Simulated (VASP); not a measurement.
# Se in VASP: further runs, part 2 of 2

VASP 6.6.1. The steps go on from the part before.

## 3. Electric field gradients, PBEsol (equal xx and yy strain of -3 %)

The input, INCAR:

```
ALGO = Normal
EDIFF = 1E-8
ENCUT = 520
GGA = PS
ISIF = 2
ISMEAR = -1
LASPH = T
LCHARG = F
LEFG = T
LREAL = F
LWAVE = F
NBANDS = 16
NELM = 60
PREC = Accurate
SIGMA = 0.03
```

The input, KPOINTS:

```
k-points
0
Gamma
  6 6 5
```

The input, POSCAR:

```
Se
1.0
    4.2352139504      0.0000000000      0.0000000000
   -2.1176069753      3.6678028716      0.0000000000
    0.0000000000      0.0000000000      4.9536000000
Se
3
Direct
    0.2254000000      0.0000000000      0.3333333333
    0.0000000000      0.2254000000      0.6666666667
    0.7746000000      0.7746000000      0.0000000000
```

Potentials or basis: VASP PAW PBE potentials, release 64 (Se).

Command:

```console
cat potpaw_PBE.64/Se/POTCAR > POTCAR
mpirun -np 1 vasp_std > vasp.out
```

OUTCAR:

```text
EDIFF = 1E-8
   ENCUT = 520
   GGA = PS
   ISIF = 2
   ISMEAR = -1
   LASPH = T
   LREAL = F
   NELM = 60
   PREC = Accurate

 ion  position               nearest neighbor table
   1  0.225  0.000  0.333-   3 2.34   2 2.34
   2  0.000  0.225  0.667-   3 2.34   1 2.34
   3  0.775  0.775  0.000-   1 2.34   2 2.34

  LATTYP: Found a hexagonal cell.
 ALAT       =     4.2352139504
 C/A-ratio  =     1.1696221390

  Lattice vectors:

 A1 = (   4.2352139504,   0.0000000000,   0.0000000000)
 A2 = (  -2.1176069753,   3.6678028716,   0.0000000000)
 A3 = (   0.0000000000,   0.0000000000,   4.9536000000)

Analysis of symmetry for initial positions (statically):
=====================================================================
 Subroutine PRICEL returns:
 Original cell was already a primitive cell.

 Routine SETGRP: Setting up the symmetry group for a
 hexagonal supercell.

 Subroutine GETGRP returns: Found  6 space group operations
 (whereof  2 operations were pure point group operations)
 out of a pool of 24 trial point group operations.

The static configuration has the point symmetry C_2 .
 The point group associated with its full space group is D_3 .

Analysis of symmetry for dynamics (positions and initial velocities):
=====================================================================
 Subroutine PRICEL returns:
 Original cell was already a primitive cell.

 Routine SETGRP: Setting up the symmetry group for a
 hexagonal supercell.

 Subroutine GETGRP returns: Found  6 space group operations
 (whereof  2 operations were pure point group operations)
 out of a pool of 24 trial point group operations.

[... 160 lines left out ...]
      2      -8.7508      2.00000
      3      -8.7508      2.00000
      4      -0.7597      2.00000
      5      -0.7473      2.00000
      6      -0.7473      2.00000
[... 433 lines left out ...]
      3      -7.0573      2.00000
      4      -2.5280      2.00000
      5      -1.5463      2.00000
      6      -0.8795      2.00000
[... 8 lines left out ...]
     15      11.0391      0.00000
     16      11.3877      0.00000

 [... further k-points ...]
[... 5 lines left out ...]
  --------------------------------------------------------------------------------------
  -------------------------------------------------------------------------------------
  Total        1.2851499      1.2851499      2.5871872     -0.0000000      0.0000000     -0.0000000
  in kB       26.7585201     26.7585201     53.8686585     -0.0000000      0.0000000     -0.0000000
  external PRESSURE =      35.7952329 kB  Pullay stress =       0.0000000 kB

 VOLUME and BASIS-vectors are now :
 -----------------------------------------------------------------------------
  energy-cutoff  :      520.00
  volume of cell :       76.95
      direct lattice vectors                 reciprocal lattice vectors
     4.235213950  0.000000000  0.000000000     0.236115580  0.136321394  0.000000000
    -2.117606975  3.667802872  0.000000000     0.000000000  0.272642788  0.000000000
     0.000000000  0.000000000  4.953600000     0.000000000  0.000000000  0.201873385

 POSITION                                       TOTAL-FORCE (eV/Angst)
 -----------------------------------------------------------------------------------
      0.95462      0.00000      1.65120         0.948781     -0.000000     -0.000000
     -0.47731      0.82672      3.30240        -0.474391      0.821668      0.000000
      1.64030      2.84108      0.00000        -0.474391     -0.821668     -0.000000
 -----------------------------------------------------------------------------------
    total drift:                                0.000000      0.000001     -0.000000

  FREE ENERGIE OF THE ION-ELECTRON SYSTEM (eV)
  ---------------------------------------------------
  free  energy   TOTEN  =       -11.4494201549 eV

  energy  without entropy=      -11.4494201548  energy(sigma->0) =      -11.44942015

 Electric field gradients (V/A^2)
---------------------------------------------------------------------
 ion       V_xx      V_yy      V_zz      V_xy      V_xz      V_yz
---------------------------------------------------------------------
   1     146.312  -329.256   182.944    -0.000     0.000   301.150
   2    -210.364    27.420   182.944  -205.927  -260.803  -150.575
   3    -210.364    27.420   182.944   205.927   260.803  -150.575
---------------------------------------------------------------------

 Electric field gradients after diagonalization (V/A^2)
 (convention: |V_zz| > |V_xx| > |V_yy|)
----------------------------------------------------------------------
 ion       V_xx      V_yy      V_zz     asymmetry (V_yy - V_xx)/ V_zz
----------------------------------------------------------------------
   1     322.164   146.312  -468.477       0.375
   2     322.164   146.312  -468.477       0.375
   3     322.164   146.312  -468.476       0.375
----------------------------------------------------------------------

           NMR quadrupolar parameters

 Cq : quadrupolar parameter    Cq=e*Q*V_zz/h
 eta: asymmetry parameters     (V_yy - V_xx)/ V_zz
 Q  : nuclear electric quadrupole moment in mb (millibarn)
----------------------------------------------------------------------
 ion       Cq(MHz)       eta       Q (mb)
----------------------------------------------------------------------
   1      -1.133       0.375       1.000
   2      -1.133       0.375       1.000
   3      -1.133       0.375       1.000
----------------------------------------------------------------------
```

OSZICAR:

```text
N       E                     dE             d eps       ncg     rms          rms(c)
DAV:   1     0.772296242241E+02    0.77230E+02   -0.72058E+03   864   0.933E+02
DAV:   2    -0.678445450826E+01   -0.84014E+02   -0.79501E+02  1160   0.152E+02
DAV:   3    -0.115159562500E+02   -0.47315E+01   -0.47165E+01  1040   0.413E+01
DAV:   4    -0.115468550356E+02   -0.30899E-01   -0.30893E-01  1160   0.397E+00
DAV:   5    -0.115470622243E+02   -0.20719E-03   -0.20719E-03  1040   0.315E-01    0.770E+00
DAV:   6    -0.114769608579E+02    0.70101E-01   -0.35529E-02  1048   0.116E+00    0.475E+00
DAV:   7    -0.114503174040E+02    0.26643E-01   -0.71965E-02   976   0.160E+00    0.199E-01
DAV:   8    -0.114493587397E+02    0.95866E-03   -0.90507E-03   968   0.584E-01    0.973E-02
DAV:   9    -0.114494070345E+02   -0.48295E-04   -0.27789E-04  1224   0.106E-01    0.324E-02
DAV:  10    -0.114494193017E+02   -0.12267E-04   -0.24173E-05  1056   0.326E-02    0.617E-03
DAV:  11    -0.114494204365E+02   -0.11349E-05   -0.53315E-06  1160   0.137E-02    0.345E-03
DAV:  12    -0.114494201919E+02    0.24464E-06   -0.11357E-06  1080   0.668E-03    0.993E-04
DAV:  13    -0.114494201619E+02    0.30014E-07   -0.19672E-07  1152   0.249E-03    0.320E-04
DAV:  14    -0.114494201549E+02    0.69646E-08   -0.18419E-08  1032   0.785E-04
   1 F= -.11449420E+02 E0= -.11449420E+02  d E =-.103475E-09
```

Wall time 36 s (1 thread of Intel Xeon 6975P-C, shared host); peak memory 0.19 GiB.

What came out:

* Free energy: -11.4494 eV
* Pressure: 3.6 GPa
* Largest force: 0.949 eV/Å
* Band gap on the k mesh: 1.25 eV, indirect (least direct gap 1.33 eV)

Forces in eV/Å, atoms in the order of the input:
```
Se   0.949  0.000  0.000
Se  -0.474  0.822  0.000
Se  -0.474 -0.822  0.000
```

Levels at points of the mesh, in eV from the valence-band top:
```csv
k point,band 5,band 6,band 7,band 8,band 9,band 10,band 11,band 12,band 13,band 14
"(0.00, 0.00, 0.00)",-3.84,-3.84,-2.12,-2.12,-0.36,1.94,1.94,2.33,6.20,6.26
"(0.50, 0.00, 0.00)",-4.93,-3.60,-3.13,-1.84,-1.03,1.95,2.43,4.50,4.99,7.78
```

Electric field gradients, principal values (V/Å²):
```
atom    least   middle  greatest (by size)
1 Se  146.312  322.164            -468.477
2 Se  146.312  322.164            -468.477
3 Se  146.312  322.164            -468.476
```

Caveat: the cell differs from its parent crystal (equal xx and yy strain of -3 %); without QUAD_EFG the Cq values of the log hold for a quadrupole moment of 1 mb, not for the nuclei; the PAW data sets were made with another functional, which shifts forces and pressure a little. A k mesh can miss the band edges.

## 4. Electric field gradients, PBEsol (equal xx and yy strain of -1 %)

The input, INCAR:

```
ALGO     = Normal         # electronic algorithm
EDIFF    = 1E-8           # SCF threshold, eV
ENCUT    = 520            # plane-wave cutoff, eV
GGA      = PS             # functional
ISIF     = 2              # what is computed and relaxed
ISMEAR   = -1             # smearing method
LASPH    = T              # aspherical terms in the spheres
LCHARG   = F              # write CHGCAR
LEFG     = T            
LREAL    = F              # projectors in reciprocal space
LWAVE    = F              # write WAVECAR
NBANDS   = 16             # bands
NELM     = 80             # most SCF steps
PREC     = Accurate       # precision mode
SIGMA    = 0.03           # smearing width, eV
```

KPOINTS is that of step 3.

The input, POSCAR:

```
Se
1.0
    4.3225379494      0.0000000000      0.0000000000
   -2.1612689748      3.7434276731      0.0000000000
    0.0000000000      0.0000000000      4.9536000000
Se
3
Direct
    0.2254000000      0.0000000000      0.3333333333
    0.0000000000      0.2254000000      0.6666666667
    0.7746000000      0.7746000000      0.0000000000
```

Potentials or basis: VASP PAW PBE potentials, release 64 (Se).

Command:

```console
cat potpaw_PBE.64/Se/POTCAR > POTCAR
mpirun -np 1 vasp_std > vasp.out
```

OUTCAR:

```text
EDIFF = 1E-8
   ENCUT = 520
   GGA = PS
   ISIF = 2
   ISMEAR = -1
   LASPH = T
   LREAL = F
   NELM = 80
   PREC = Accurate

 ion  position               nearest neighbor table
   1  0.225  0.000  0.333-   3 2.36   2 2.36
   2  0.000  0.225  0.667-   3 2.36   1 2.36
   3  0.775  0.775  0.000-   1 2.36   2 2.36

  LATTYP: Found a hexagonal cell.
 ALAT       =     4.3225379494
 C/A-ratio  =     1.1459934090

  Lattice vectors:

 A1 = (   4.3225379494,   0.0000000000,   0.0000000000)
 A2 = (  -2.1612689748,   3.7434276731,   0.0000000000)
[... 676 lines left out ...]

 Electric field gradients (V/A^2)
---------------------------------------------------------------------
 ion       V_xx      V_yy      V_zz      V_xy      V_xz      V_yz
---------------------------------------------------------------------
   1     157.175  -330.609   173.433    -0.000     0.000   315.565
   2    -208.662    35.229   173.433  -211.217  -273.288  -157.783
   3    -208.662    35.229   173.433   211.216   273.288  -157.783
---------------------------------------------------------------------

 Electric field gradients after diagonalization (V/A^2)
 (convention: |V_zz| > |V_xx| > |V_yy|)
----------------------------------------------------------------------
 ion       V_xx      V_yy      V_zz     asymmetry (V_yy - V_xx)/ V_zz
----------------------------------------------------------------------
   1     325.264   157.175  -482.439       0.348
   2     325.264   157.175  -482.439       0.348
   3     325.264   157.175  -482.439       0.348
----------------------------------------------------------------------

           NMR quadrupolar parameters

 Cq : quadrupolar parameter    Cq=e*Q*V_zz/h
 eta: asymmetry parameters     (V_yy - V_xx)/ V_zz
 Q  : nuclear electric quadrupole moment in mb (millibarn)
----------------------------------------------------------------------
 ion       Cq(MHz)       eta       Q (mb)
----------------------------------------------------------------------
   1      -1.167       0.348       1.000
   2      -1.167       0.348       1.000
   3      -1.167       0.348       1.000
----------------------------------------------------------------------
```

OSZICAR:

```text
N       E                     dE             d eps       ncg     rms          rms(c)
DAV:   1     0.826597975356E+02    0.82660E+02   -0.71440E+03   864   0.935E+02
DAV:   2    -0.606237521396E+01   -0.88722E+02   -0.83712E+02  1144   0.155E+02
DAV:   3    -0.115439463513E+02   -0.54816E+01   -0.54627E+01  1096   0.439E+01
DAV:   4    -0.115822943931E+02   -0.38348E-01   -0.38341E-01  1144   0.434E+00
DAV:   5    -0.115825538000E+02   -0.25941E-03   -0.25940E-03  1104   0.356E-01    0.725E+00
DAV:   6    -0.115113212768E+02    0.71233E-01   -0.35224E-02  1080   0.115E+00    0.447E+00
DAV:   7    -0.114837857119E+02    0.27536E-01   -0.71544E-02   984   0.160E+00    0.194E-01
DAV:   8    -0.114829517078E+02    0.83400E-03   -0.86381E-03   952   0.565E-01    0.905E-02
DAV:   9    -0.114830052387E+02   -0.53531E-04   -0.25708E-04  1248   0.103E-01    0.296E-02
DAV:  10    -0.114830176127E+02   -0.12374E-04   -0.25912E-05  1024   0.334E-02    0.613E-03
DAV:  11    -0.114830187808E+02   -0.11681E-05   -0.51469E-06  1208   0.133E-02    0.341E-03
DAV:  12    -0.114830185901E+02    0.19066E-06   -0.10895E-06  1056   0.648E-03    0.875E-04
DAV:  13    -0.114830185727E+02    0.17394E-07   -0.17716E-07  1168   0.233E-03    0.320E-04
DAV:  14    -0.114830185680E+02    0.46903E-08   -0.15965E-08   944   0.764E-04
   1 F= -.11483019E+02 E0= -.11483019E+02  d E =-.874405E-10
```

It took 36 s on 1 thread of Intel Xeon 6975P-C, shared host; peak memory 0.19 GiB.

What came out:

| Quantity | Value |
| --- | --- |
| Free energy | -11.4830 eV |
| Pressure | 1.3 GPa |
| Largest force | 0.531 eV/Å |
| Band gap on the k mesh | 1.24 eV, indirect (least direct gap 1.42 eV) |

Forces on the atoms (eV/Å):
```
Se   0.531  0.000  0.000
Se  -0.266  0.460  0.000
Se  -0.266 -0.460  0.000
```

Stress tensor (GPa, compression positive):
```
0.73 0.00 0.00
0.00 0.73 0.00
0.00 0.00 2.59
```

Electric field gradients, principal values (V/Å²):
| atom | least | middle | greatest (by size) |
| --- | --- | --- | --- |
| 1 Se | 157.175 | 325.264 | -482.439 |
| 2 Se | 157.175 | 325.264 | -482.439 |
| 3 Se | 157.175 | 325.264 | -482.439 |

Caveat: the cell differs from its parent crystal (equal xx and yy strain of -1 %); without QUAD_EFG the Cq values of the log hold for a quadrupole moment of 1 mb, not for the nuclei; the PAW data sets were made with another functional, which shifts forces and pressure a little. A k mesh can miss the band edges.

## 5. Overview

| cell | gap on the mesh (eV) | pressure (GPa) | largest force (eV/Å) |
| --- | --- | --- | --- |
| a = 4.367, b = 4.328, c = 4.954 Å, angles 89.6, 88.8, 119.1°, 3 atoms | 1.08 | 0.5 | 0.53 |
| a = 4.235, b = 4.235, c = 4.954 Å, angles 90.0, 90.0, 120.0°, 3 atoms | 1.25 | 3.6 | 0.95 |
| a = 4.323, b = 4.323, c = 4.954 Å, angles 90.0, 90.0, 120.0°, 3 atoms | 1.24 | 1.3 | 0.53 |

Alike in all rows: task electric field gradients; level PBEsol; potentials or basis VASP PAW PBE potentials, release 64 (Se); no spin polarisation; k mesh 6 × 6 × 5; cutoff (eV) 520; smearing fermi-dirac 0.03 eV.

Caveats: the PAW data sets were made with another functional, which shifts forces and pressure a little.

Total energies depend on the potentials used, so only differences within one code and one set of settings carry meaning.
